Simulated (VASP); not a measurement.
# Sn (Fddd) in VASP: further runs

Sn is run at these levels: r2SCAN; tasks: single point.

All numbers are computed with VASP 6.6.1; they aren't measurements. Logs are shortened: lines on timing, memory, paths and dates and some standing lists are left out, and cuts for length are marked.

## (1) The cell of the first run

It takes space group Fddd (No. 70, orthorhombic). Conventional cell: a = 3.188 Å, b = 8.120 Å, c = 8.396 Å, α = 90.00°, β = 90.00°, γ = 90.00°. Within 4.0 Å of Sn (site symmetry 222) lie 10 Sn at 3.03 to 3.77 Å.

## (2) Single point, r2SCAN

Contents of POSCAR:

```
Sn
1.0
   -2.9683047333      2.9683047333      1.5938000000
    2.9683047333     -2.9683047333      1.5938000000
    2.8709832667      2.8709832667     -1.5938000000
Sn
2
Direct
    0.0000000000      0.0000000000      0.0000000000
    0.7500000000      0.2500000000      0.5000000000
```

Contents of INCAR.step1:

```
  PREC = Accurate
  ENCUT = 520
  ISMEAR = -1
  SIGMA = 0.1
  LREAL = False
  LASPH = True
  NELM = 60
  NBANDS = 21
  GGA = PE
  ALGO = Normal
  EDIFF = 1E-4
  LWAVE = True
  LCHARG = False
```

Contents of INCAR.step2:

```
  PREC = Accurate
  ENCUT = 520
  EDIFF = 1E-6
  ISMEAR = -1
  SIGMA = 0.1
  LREAL = False
  LASPH = True
  NELM = 60
  ALGO = Normal
  ISIF = 2
  LWAVE = False
  LCHARG = False
  METAGGA = R2SCAN
  LMIXTAU = True
  NBANDS = 21
  ISTART = 1
```

Contents of KPOINTS:

```
Automatic mesh
0
Gamma
  12 12 12
```

Potentials or basis: VASP PAW PBE potentials, release 64 (Sn_d).

Run with:

```bash
$ cat potpaw_PBE.64/Sn_d/POTCAR > POTCAR
$ cp INCAR.step1 INCAR
$ mpirun -np 1 vasp_std > vasp.out
$ cp INCAR.step2 INCAR
$ mpirun -np 1 vasp_std > vasp.out
```

OUTCAR:

```text
PREC = Accurate
   ENCUT = 520
   EDIFF = 1E-6
   ISMEAR = -1
   LREAL = False
   LASPH = True
   NELM = 60
   ISIF = 2
   METAGGA = R2SCAN
   ISTART = 1

 ion  position               nearest neighbor table
   1  0.000  0.000  0.000-   2 3.03   2 3.03   2 3.03   2 3.03
   2  0.750  0.250  0.500-   1 3.03   1 3.03   1 3.03   1 3.03

  LATTYP: Found a face centered orthorhombic cell.
 ALAT       =     3.1876000000
 B/A-ratio  =     2.5474861796
 C/A-ratio  =     2.6338416433

  Lattice vectors:

 A1 = (  -0.0973214666,   5.8392880000,   0.0000000000)
 A2 = (  -2.9683047333,   2.9683047333,   1.5938000000)
 A3 = (   2.8709832667,   2.8709832667,   1.5938000000)

Analysis of symmetry for initial positions (statically):
=====================================================================
 Subroutine PRICEL returns:
 Original cell was already a primitive cell.

 Routine SETGRP: Setting up the symmetry group for a
 face centered orthorhombic supercell.

 Subroutine GETGRP returns: Found  8 space group operations
 (whereof  4 operations were pure point group operations)
 out of a pool of  8 trial point group operations.

The static configuration has the point symmetry D_2 .
 The point group associated with its full space group is D_2h.

Analysis of symmetry for dynamics (positions and initial velocities):
=====================================================================
 Subroutine PRICEL returns:
 Original cell was already a primitive cell.

 Routine SETGRP: Setting up the symmetry group for a
 face centered orthorhombic supercell.

 Subroutine GETGRP returns: Found  8 space group operations
 (whereof  4 operations were pure point group operations)
 out of a pool of  8 trial point group operations.

The dynamic configuration has the point symmetry D_2 .
 The point group associated with its full space group is D_2h.

 Subroutine INISYM returns: Found  8 space group operations
 (whereof  4 operations are pure point group operations),
 and found     1 'primitive' translations

----------------------------------------------------------------------------------------

                                     Primitive cell

  volume of cell :      54.3292

[... 80 lines left out ...]
   ISTART =      1    job   : 0-new  1-cont  2-samecut
   ICHARG =      0    charge: 1-file 2-atom 10-const
   ISPIN  =      1    spin polarized calculation?
   LNONCOLLINEAR =      F non collinear calculations
   LSORBIT =      F    spin-orbit coupling
   LASPH  =      T    aspherical Exc in radial PAW
   ENCUT  =  520.0 eV  38.22 Ry    6.18 a.u.   8.35  8.35  8.11*2*pi/ulx,y,z
   NELM   =     60;   NELMIN=  2; NELMDL=  0     # of ELM steps
   EDIFF  = 0.1E-05   stopping-criterion for ELM
   LREAL  =      F    real-space projection
   EDIFFG = 0.1E-04   stopping-criterion for IOM
   NSW    =      0    number of steps for IOM
   IBRION =     -1    ionic relax: 0-MD 1-quasi-New 2-CG
   NFREE  =      0    steps in history (QN), initial steepest desc. (CG)
   ISIF   =      2    stress and relaxation
   ISYM   =      2    0-nonsym 1-usesym 2-fastsym
   POTIM  = 0.5000    time-step for ionic-motion
   TEBEG  =    0.0;   TEEND  =   0.0 temperature during run
   PSTRESS=    0.0 pullay stress
   NELECT =      28.0000    total number of electrons
   NUPDOWN=      -1.0000    fix difference up-down
   EMIN   =  10.00;   EMAX   =-10.00  energy-range for DOS
   EFERMI =   0.00;   METHOD = LEGACY
   ISMEAR =    -1;   SIGMA  =   0.10  broadening in eV -4-tet -1-fermi 0-gaus
   EFERMI_NEDOS =   21; number of points for ismear=-14 and -15
   IALGO  =     38    algorithm
   IMIX   =      4    mixing-type and parameters
     AMIX     =   0.40;   BMIX     =  1.00
     AMIX_MAG =   1.60;   BMIX_MAG =  1.00
  volume/ion in A,a.u.               =      27.16       183.32
  Fermi-wavevector in a.u.,A,eV,Ry     =   1.312552  2.480364 23.440019  1.722793
  Thomas-Fermi vector in A             =   2.442936
   LORBIT       =      0    0 simple, 1 ext, 2 COOP (PROOUT), +10 PAW based schemes
   METAGGA = R2SCAN    functional components
   LHFCALC =     F    Hartree Fock is set to
   AEXX    =    0.0000 exact exchange contribution
   IVDW    =     0    specifies the selected vdW correction
   LEPSILON=     F    determine dielectric tensor
   LRPA    =     F    only Hartree local field effects (RPA)
 non-spin polarized calculation
  energy-cutoff  :      520.00
  volume of cell :       54.33
 maximum number of plane-waves:      1481
 NGX is ok and might be reduce to    36
   NGX = 17   NGY = 17   NGZ = 17

 number of electron      28.0000006 magnetization

 Free energy of the ion-electron system (eV)
  ---------------------------------------------------
  ext. energy  EPLUGINS =         0.00000000
  ---------------------------------------------------
  free energy    TOTEN  =       -49.25192340 eV

  energy without entropy =      -49.22406401  energy(sigma->0) =      -49.23799371

 E-fermi :   7.9133     XC(G=0): -11.1238

 val. band max:        7.9104126728   @ k =  -0.2500   0.2500   0.2500
 cond. band min:       7.9161338067   @ k =   0.5000   0.0833   0.0833
 fundamental gap:      0.0057211339
 Fermi energy:         7.9132998239

 k-point     1 :       0.0000    0.0000    0.0000
  band No.  band energies     occupation
      1     -14.4551      2.00000
      2     -14.3607      2.00000
      3     -14.3160      2.00000
      4     -14.3029      2.00000
      5     -14.1421      2.00000
      6     -14.1394      2.00000
[... 565 lines left out ...]
     20      16.5641      0.00000
     21      17.1560      0.00000

 [... further k-points ...]

------------------------ aborting loop because EDIFF is reached ----------------------------------------

  FORCE on cell =-STRESS in cart. coord.  units (eV):
  Direction    XX          YY          ZZ          XY          YZ          ZX
  --------------------------------------------------------------------------------------
  -------------------------------------------------------------------------------------
  Total        0.3312875      0.3312875      0.2308830      0.3607585     -0.0000000      0.0000000
  in kB        9.7697326      9.7697326      6.8087840     10.6388375     -0.0000000      0.0000000
  external PRESSURE =       8.7827497 kB  Pullay stress =       0.0000000 kB

 VOLUME and BASIS-vectors are now :
 -----------------------------------------------------------------------------
  energy-cutoff  :      520.00
  volume of cell :       54.33
      direct lattice vectors                 reciprocal lattice vectors
    -2.968304733  2.968304733  1.593800000     0.002855022  0.171301339  0.313715648
     2.968304733 -2.968304733  1.593800000     0.171301339  0.002855022  0.313715648
     2.870983267  2.870983267 -1.593800000     0.174156362  0.174156362  0.000000000

 POSITION                                       TOTAL-FORCE (eV/Angst)
 -----------------------------------------------------------------------------------
      0.00000      0.00000      0.00000        -0.000000     -0.000000     -0.000000
     -0.04866      2.91964      0.79690         0.000000      0.000000      0.000000
 -----------------------------------------------------------------------------------
    total drift:                               -0.000000      0.000000     -0.000000

  FREE ENERGIE OF THE ION-ELECTRON SYSTEM (eV)
  ---------------------------------------------------
  free  energy   TOTEN  =       -49.2519234030 eV

  energy  without entropy=      -49.2240640114  energy(sigma->0) =      -49.23799371
```

OUTCAR.step1:

```text
PREC = Accurate
   ENCUT = 520
   ISMEAR = -1
   LREAL = False
   LASPH = True
[... 801 lines left out ...]
      0.00000      0.00000      0.00000        -0.000000      0.000000      0.000000
     -0.04866      2.91964      0.79690         0.000000     -0.000000     -0.000000
 -----------------------------------------------------------------------------------
    total drift:                               -0.000000      0.000000     -0.000000

  FREE ENERGIE OF THE ION-ELECTRON SYSTEM (eV)
  ---------------------------------------------------
  free  energy   TOTEN  =        -7.6055752396 eV

  energy  without entropy=       -7.5747631422  energy(sigma->0) =       -7.59016919
```

It took 12 min on 1 thread of Intel Xeon Platinum 8488C (Sapphire Rapids), shared host; peak memory 0.39 GiB.

Results:

| Property | Result |
| --- | --- |
| Free energy | -49.2519 eV |
| Pressure | 0.9 GPa |
| Band gap on the k mesh | zero (bands 14 and 15 overlap by 4.52 eV) |

Caveat: the PAW data sets were made with another functional, which shifts forces and pressure a little; spin-orbit coupling is left out, which moves the levels of the heavy elements.

## (3) Single point, r2SCAN

Contents of POSCAR:

```
Sn
1.0
   -2.9439743667      2.9439743667      1.5938000000
    2.9439743667     -2.9439743667      1.5938000000
    2.8953136333      2.8953136333     -1.5938000000
Sn
2
Direct
    0.0000000000      0.0000000000      0.0000000000
    0.7500000000      0.2500000000      0.5000000000
```

Contents of INCAR.step1:

```
SYSTEM = Sn
PREC = Accurate ; ENCUT = 520
ISMEAR = -1 ; SIGMA = 0.1
LREAL = .FALSE. ; LASPH = .TRUE.
NELM = 100 ; NBANDS = 21
GGA = PE ; ALGO = Normal
EDIFF = 1E-4 ; LWAVE = .TRUE.
LCHARG = .FALSE.
```

Contents of INCAR.step2:

```
SYSTEM = Sn
PREC = Accurate ; ENCUT = 520
EDIFF = 1E-6 ; ISMEAR = -1
SIGMA = 0.1 ; LREAL = .FALSE.
LASPH = .TRUE. ; NELM = 100
ALGO = Normal ; ISIF = 2
LWAVE = .FALSE. ; LCHARG = .FALSE.
METAGGA = R2SCAN ; LMIXTAU = .TRUE.
NBANDS = 21 ; ISTART = 1
```

Contents of KPOINTS:

```
regular mesh
0
G
  12 12 12
  0 0 0
```

Potentials or basis: VASP PAW PBE potentials, release 64 (Sn_d).

Run with:

```bash
$ cat potpaw_PBE.64/Sn_d/POTCAR > POTCAR
$ cp INCAR.step1 INCAR
$ mpirun -np 1 vasp_std > vasp.out
$ cp INCAR.step2 INCAR
$ mpirun -np 1 vasp_std > vasp.out
```

Run time: 15 min. Hardware: 1 thread of Intel Xeon Platinum 8488C (Sapphire Rapids), shared host; peak memory 0.39 GiB.

The run converged. Its results:

* Free energy: -49.2565 eV
* Pressure: 0.9 GPa
* Band gap on the k mesh: zero (bands 14 and 15 overlap by 4.47 eV)

Stress tensor (GPa, compression positive):
```
0.96 0.53 0.00
0.53 0.96 0.00
0.00 0.00 0.65
```

Levels at points of the mesh, in eV from the Fermi level:
```tsv
k point	band 12	band 13	band 14	band 15	band 16	band 17
(0.00, 0.00, 0.00)	-3.65	-2.28	-2.03	3.36	6.53	6.60
(0.50, 0.00, 0.00)	-5.64	-2.33	-1.88	-1.28	2.51	3.02
(0.50, 0.50, 0.00)	-9.34	0.64	0.64	1.94	1.94	6.40
(0.00, 0.00, 0.50)	-9.27	0.47	0.47	1.69	1.69	6.34
(0.50, 0.50, 0.50)	-7.87	-5.04	-5.04	5.30	5.30	9.94
```

Caveat: the PAW data sets were made with another functional, which shifts forces and pressure a little; spin-orbit coupling is left out, which moves the levels of the heavy elements.
